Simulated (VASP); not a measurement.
# RbCl (Fm-3m) in VASP: a series of runs

RbCl is run at these levels: PBE; tasks: single point.

Everything below comes from runs of VASP 6.6.1. Logs are shortened: lines on timing, memory, paths and dates and some standing lists are left out, and cuts for length are marked.

## 1. The cell of the first run

It takes space group Fm-3m (No. 225, cubic). The conventional cell has a = 6.611 Å, b = 6.611 Å, c = 6.611 Å, α = 90.00°, β = 90.00°, γ = 90.00°. Within 4.3 Å of Rb (site symmetry m-3m) lie 6 Cl at 3.31 Å. Cl (site symmetry m-3m) has 6 Rb at 3.31 Å within 4.3 Å.

## 2. Single point, PBE

Input file INCAR:

```
PREC     = Accurate       # precision mode
ENCUT    = 500            # plane-wave cutoff, eV
EDIFF    = 1E-6           # SCF threshold, eV
ISMEAR   = 0              # smearing method
SIGMA    = 0.01           # smearing width, eV
LREAL    = False          # projectors in reciprocal space
LASPH    = True           # aspherical terms in the spheres
NELM     = 120            # most SCF steps
ALGO     = Normal         # electronic algorithm
ISIF     = 2              # what is computed and relaxed
LWAVE    = False          # write WAVECAR
LCHARG   = False          # write CHGCAR
GGA      = PE             # functional
NBANDS   = 15             # bands
GGA_COMPAT= False
```

Input file KPOINTS:

```
regular mesh
0
Gamma
  4 4 4
```

Input file POSCAR:

```
RbCl
1.0
    0.0000000000      3.3057264191      3.3057264191
    3.3057264191      0.0000000000      3.3057264191
    3.3057264191      3.3057264191      0.0000000000
Rb Cl
1 1
Direct
    0.0000000000      0.0000000000      0.0000000000
    0.5000000000      0.5000000000      0.5000000000
```

Potentials or basis: VASP PAW PBE potentials, release 64 (Rb_sv, Cl).

Launch:

```sh
$ cat potpaw_PBE.64/Rb_sv/POTCAR potpaw_PBE.64/Cl/POTCAR > POTCAR
$ mpirun -np 1 vasp_std > vasp.out
```

OUTCAR:

```text
PREC = Accurate
   ENCUT = 500
   EDIFF = 1E-6
   ISMEAR = 0
   LREAL = False
   LASPH = True
   NELM = 120
   ISIF = 2
   GGA = PE

 ion  position               nearest neighbor table
   1  0.000  0.000  0.000-   2 3.31   2 3.31   2 3.31   2 3.31   2 3.31   2 3.31
   2  0.500  0.500  0.500-   1 3.31   1 3.31   1 3.31   1 3.31   1 3.31   1 3.31

  LATTYP: Found a face centered cubic cell.
 ALAT       =     6.6114528382

  Lattice vectors:

 A1 = (   0.0000000000,   3.3057264191,   3.3057264191)
 A2 = (   3.3057264191,   0.0000000000,   3.3057264191)
 A3 = (   3.3057264191,   3.3057264191,   0.0000000000)

Analysis of symmetry for initial positions (statically):
=====================================================================
 Subroutine PRICEL returns:
 Original cell was already a primitive cell.

 Routine SETGRP: Setting up the symmetry group for a
 face centered cubic supercell.

 Subroutine GETGRP returns: Found 48 space group operations
 (whereof 48 operations were pure point group operations)
 out of a pool of 48 trial point group operations.

The static configuration has the point symmetry O_h .

Analysis of symmetry for dynamics (positions and initial velocities):
=====================================================================
 Subroutine PRICEL returns:
 Original cell was already a primitive cell.

 Routine SETGRP: Setting up the symmetry group for a
 face centered cubic supercell.

 Subroutine GETGRP returns: Found 48 space group operations
 (whereof 48 operations were pure point group operations)
 out of a pool of 48 trial point group operations.

The dynamic configuration has the point symmetry O_h .

 Subroutine INISYM returns: Found 48 space group operations
 (whereof 48 operations are pure point group operations),
 and found     1 'primitive' translations

----------------------------------------------------------------------------------------

                                     Primitive cell

  volume of cell :      72.2488

  direct lattice vectors                    reciprocal lattice vectors
     0.000000000  3.305726419  3.305726419    -0.151252686  0.151252686  0.151252686
     3.305726419  0.000000000  3.305726419     0.151252686 -0.151252686  0.151252686
     3.305726419  3.305726419  0.000000000     0.151252686  0.151252686 -0.151252686

  length of vectors
     4.675003135  4.675003135  4.675003135     0.261977337  0.261977337  0.261977337

  position of ions in fractional coordinates (direct lattice)
     0.000000000  0.000000000  0.000000000
     0.500000000  0.500000000  0.500000000

  ion indices of the primitive-cell ions
   primitive index   ion index
                 1           1
                 2           2

----------------------------------------------------------------------------------------

 KPOINTS: regular mesh

Automatic generation of k-mesh.
 Grid dimensions read from file:
 generate k-points for:    4    4    4

 Generating k-lattice:

  Cartesian coordinates                     Fractional coordinates (reciprocal lattice)
    -0.037813171  0.037813171  0.037813171     0.250000000  0.000000000  0.000000000
     0.037813171 -0.037813171  0.037813171     0.000000000  0.250000000  0.000000000
     0.037813171  0.037813171 -0.037813171     0.000000000  0.000000000  0.250000000

  Length of vectors
     0.065494334  0.065494334  0.065494334

  Shift w.r.t. Gamma in fractional coordinates (k-lattice)
     0.000000000  0.000000000  0.000000000

 Subroutine IBZKPT returns following result:
 ===========================================

 Found      8 irreducible k-points:

 Following reciprocal coordinates:
            Coordinates               Weight
  0.000000  0.000000  0.000000      1.000000
  0.250000  0.000000  0.000000      8.000000
  0.500000  0.000000  0.000000      4.000000
  0.250000  0.250000  0.000000      6.000000
  0.500000  0.250000  0.000000     24.000000
 -0.250000  0.250000  0.000000     12.000000
  0.500000  0.500000  0.000000      3.000000
 -0.250000  0.500000  0.250000      6.000000
   k-points           NKPTS =      8   k-points in BZ     NKDIM =      8   number of bands    NBANDS=     15
   number of dos      NEDOS =    301   number of ions     NIONS =      2
   total plane-waves  NPLWV =  46656
   dimension x,y,z NGX =    36 NGY =   36 NGZ =   36
   dimension x,y,z NGXF=    72 NGYF=   72 NGZF=   72
   ions per type =               1   1
   NGX,Y,Z   is equivalent  to a cutoff of  12.80, 12.80, 12.80 a.u.
   NGXF,Y,Z  is equivalent  to a cutoff of  25.60, 25.60, 25.60 a.u.
 SYSTEM =  unknown system
   PREC   = accura    normal or accurate (medium, high low for compatibility)
   ISTART =      0    job   : 0-new  1-cont  2-samecut
   ICHARG =      2    charge: 1-file 2-atom 10-const
   ISPIN  =      1    spin polarized calculation?
   LNONCOLLINEAR =      F non collinear calculations
   LSORBIT =      F    spin-orbit coupling
   LASPH  =      T    aspherical Exc in radial PAW
   ENCUT  =  500.0 eV  36.75 Ry    6.06 a.u.   8.52  8.52  8.52*2*pi/ulx,y,z
   NELM   =    120;   NELMIN=  2; NELMDL= -5     # of ELM steps
   EDIFF  = 0.1E-05   stopping-criterion for ELM
   LREAL  =      F    real-space projection
   EDIFFG = 0.1E-04   stopping-criterion for IOM
   NSW    =      0    number of steps for IOM
   IBRION =     -1    ionic relax: 0-MD 1-quasi-New 2-CG
   NFREE  =      0    steps in history (QN), initial steepest desc. (CG)
   ISIF   =      2    stress and relaxation
   ISYM   =      2    0-nonsym 1-usesym 2-fastsym
   POTIM  = 0.5000    time-step for ionic-motion
   TEBEG  =    0.0;   TEEND  =   0.0 temperature during run
   PSTRESS=    0.0 pullay stress
   NELECT =      16.0000    total number of electrons
   NUPDOWN=      -1.0000    fix difference up-down
   EMIN   =  10.00;   EMAX   =-10.00  energy-range for DOS
   EFERMI =   0.00;   METHOD = LEGACY
   ISMEAR =     0;   SIGMA  =   0.01  broadening in eV -4-tet -1-fermi 0-gaus
   EFERMI_NEDOS =   21; number of points for ismear=-14 and -15
   IALGO  =     38    algorithm
   IMIX   =      4    mixing-type and parameters
     AMIX     =   0.40;   BMIX     =  1.00
     AMIX_MAG =   1.60;   BMIX_MAG =  1.00
  volume/ion in A,a.u.               =      36.12       243.78
  Fermi-wavevector in a.u.,A,eV,Ry     =   0.990462  1.871702 13.347525  0.981015
  Thomas-Fermi vector in A             =   2.122134
   LORBIT       =      0    0 simple, 1 ext, 2 COOP (PROOUT), +10 PAW based schemes
   GGA     = PE    functional components
   LHFCALC =     F    Hartree Fock is set to
   AEXX    =    0.0000 exact exchange contribution
   IVDW    =     0    specifies the selected vdW correction
   LEPSILON=     F    determine dielectric tensor
   LRPA    =     F    only Hartree local field effects (RPA)
 non-spin polarized calculation
 Gauss-broadening in eV      SIGMA  =   0.01
  energy-cutoff  :      500.00
  volume of cell :       72.25
 maximum number of plane-waves:      1856
 NGX is ok and might be reduce to    36
   NGX = 17   NGY = 17   NGZ = 17

 number of electron      16.0000002 magnetization

 Free energy of the ion-electron system (eV)
  ---------------------------------------------------
  ext. energy  EPLUGINS =         0.00000000
  ---------------------------------------------------
  free energy    TOTEN  =        -6.66976205 eV

  energy without entropy =       -6.66976205  energy(sigma->0) =       -6.66976205

 E-fermi :  -1.8454     XC(G=0):  -7.2967

 val. band max:       -1.9286199948   @ k =   0.0000   0.0000   0.0000
 cond. band min:       3.0252966879   @ k =   0.0000   0.0000   0.0000
 fundamental gap:      4.9539166827
 Fermi energy:        -1.8454258345

 k-point     1 :       0.0000    0.0000    0.0000
  band No.  band energies     occupation
      1     -25.8841      2.00000
      2     -13.9146      2.00000
      3      -9.9330      2.00000
      4      -9.9330      2.00000
      5      -9.9330      2.00000
      6      -1.9286      2.00000
      7      -1.9286      2.00000
      8      -1.9286      2.00000
      9       3.0253      0.00000
     10       6.0556      0.00000
     11       6.0556      0.00000
     12       6.0556      0.00000
     13       7.0301      0.00000
     14       7.0301      0.00000
     15      10.1360      0.00000

 k-point     2 :       0.2500    0.0000    0.0000
  band No.  band energies     occupation
      1     -25.8767      2.00000
      2     -13.9438      2.00000
      3      -9.9391      2.00000
      4      -9.9391      2.00000
      5      -9.9212      2.00000
      6      -2.3964      2.00000
      7      -2.0979      2.00000
      8      -2.0979      2.00000
      9       4.2717      0.00000
     10       5.8257      0.00000
     11       6.8032      0.00000
     12       6.8032      0.00000
     13       7.8814      0.00000
     14       7.8814      0.00000
     15      11.6617      0.00000

 k-point     3 :       0.5000    0.0000    0.0000
  band No.  band energies     occupation
      1     -25.8693      2.00000
      2     -13.9726      2.00000
      3      -9.9451      2.00000
      4      -9.9451      2.00000
      5      -9.9100      2.00000
      6      -2.7703      2.00000
      7      -2.2555      2.00000
      8      -2.2555      2.00000
      9       5.7746      0.00000
     10       5.9949      0.00000
     11       8.1722      0.00000
     12       8.1722      0.00000
     13       9.3878      0.00000
     14       9.3878      0.00000
     15       9.9947      0.00000

 k-point     4 :       0.2500    0.2500    0.0000
  band No.  band energies     occupation
      1     -25.8744      2.00000
      2     -13.9231      2.00000
      3      -9.9806      2.00000
      4      -9.9806      2.00000
      5      -9.9472      2.00000
      6      -2.4436      2.00000
      7      -1.9971      2.00000
      8      -1.9971      2.00000
      9       4.3766      0.00000
     10       4.9626      0.00000
     11       7.5015      0.00000
     12       7.5456      0.00000
     13       7.5456      0.00000
     14       8.3511      0.00000
     15      11.2195      0.00000

 k-point     5 :       0.5000    0.2500    0.0000
  band No.  band energies     occupation
      1     -25.8672      2.00000
      2     -13.9210      2.00000
      3     -10.0573      2.00000
      4      -9.9873      2.00000
      5      -9.9755      2.00000
      6      -2.4572      2.00000
      7      -2.2091      2.00000
      8      -2.1438      2.00000
      9       5.1543      0.00000
     10       5.9544      0.00000
     11       7.8403      0.00000
     12       8.2606      0.00000
     13       8.4950      0.00000
     14       9.0391      0.00000
     15       9.7131      0.00000

 k-point     6 :      -0.2500    0.2500    0.0000
  band No.  band energies     occupation
      1     -25.8695      2.00000
      2     -13.9419      2.00000
      3     -10.0418      2.00000
      4      -9.9459      2.00000
      5      -9.9225      2.00000
      6      -2.5884      2.00000
      7      -2.2392      2.00000
      8      -2.1040      2.00000
      9       5.3826      0.00000
     10       5.8177      0.00000
     11       7.4832      0.00000
     12       7.5836      0.00000
     13       8.4122      0.00000
     14       9.3781      0.00000
     15       9.8386      0.00000

 k-point     7 :       0.5000    0.5000    0.0000
  band No.  band energies     occupation
      1     -25.8651      2.00000
      2     -13.8677      2.00000
      3     -10.1769      2.00000
      4     -10.0288      2.00000
      5     -10.0288      2.00000
      6      -2.2507      2.00000
      7      -2.0314      2.00000
      8      -2.0314      2.00000
      9       4.2885      0.00000
     10       6.0750      0.00000
     11       7.7073      0.00000
     12       8.1118      0.00000
     13       8.4003      0.00000
     14       9.7301      0.00000
     15       9.7301      0.00000

 k-point     8 :      -0.2500    0.5000    0.2500
  band No.  band energies     occupation
      1     -25.8649      2.00000
      2     -13.8986      2.00000
      3     -10.1031      2.00000
      4     -10.1031      2.00000
      5      -9.9227      2.00000
      6      -2.3576      2.00000
      7      -2.1675      2.00000
      8      -2.1675      2.00000
      9       5.7243      0.00000
     10       5.7243      0.00000
     11       7.3566      0.00000
     12       7.3692      0.00000
     13       9.5215      0.00000
     14       9.7722      0.00000
     15      10.2870      0.00000

------------------------ aborting loop because EDIFF is reached ----------------------------------------

  FORCE on cell =-STRESS in cart. coord.  units (eV):
  Direction    XX          YY          ZZ          XY          YZ          ZX
  --------------------------------------------------------------------------------------
  -------------------------------------------------------------------------------------
  Total        0.2775502      0.2775502      0.2775502      0.0000000      0.0000000     -0.0000000
  in kB        6.1549060      6.1549060      6.1549060      0.0000000      0.0000000     -0.0000000
  external PRESSURE =       6.1549060 kB  Pullay stress =       0.0000000 kB

 VOLUME and BASIS-vectors are now :
 -----------------------------------------------------------------------------
  energy-cutoff  :      500.00
  volume of cell :       72.25
      direct lattice vectors                 reciprocal lattice vectors
     0.000000000  3.305726419  3.305726419    -0.151252686  0.151252686  0.151252686
     3.305726419  0.000000000  3.305726419     0.151252686 -0.151252686  0.151252686
     3.305726419  3.305726419  0.000000000     0.151252686  0.151252686 -0.151252686

 POSITION                                       TOTAL-FORCE (eV/Angst)
 -----------------------------------------------------------------------------------
      0.00000      0.00000      0.00000         0.000000      0.000000     -0.000000
      3.30573      3.30573      3.30573        -0.000000     -0.000000      0.000000
 -----------------------------------------------------------------------------------
    total drift:                                0.000000      0.000000      0.000000

  FREE ENERGIE OF THE ION-ELECTRON SYSTEM (eV)
  ---------------------------------------------------
  free  energy   TOTEN  =        -6.6697620454 eV

  energy  without entropy=       -6.6697620454  energy(sigma->0) =       -6.66976205
```

Run time: 14 s. Hardware: 1 thread of AMD EPYC 7R13, shared host; peak memory 0.17 GiB.

Results:

* Free energy: -6.6698 eV
* Pressure: 0.6 GPa
* Band gap on the k mesh: 4.95 eV

Levels at points of the mesh, in eV from the valence-band top:
| k point | band 4 | band 5 | band 6 | band 7 | band 8 | band 9 | band 10 | band 11 | band 12 | band 13 |
| --- | --- | --- | --- | --- | --- | --- | --- | --- | --- | --- |
| (0.00, 0.00, 0.00) | -8.00 | -8.00 | 0.00 | 0.00 | 0.00 | 4.95 | 7.98 | 7.98 | 7.98 | 8.96 |
| (0.50, 0.00, 0.00) | -8.02 | -7.98 | -0.84 | -0.33 | -0.33 | 7.70 | 7.92 | 10.10 | 10.10 | 11.32 |
| (0.50, 0.50, 0.00) | -8.10 | -8.10 | -0.32 | -0.10 | -0.10 | 6.22 | 8.00 | 9.64 | 10.04 | 10.33 |

(Part 1 of 2 ends here.)
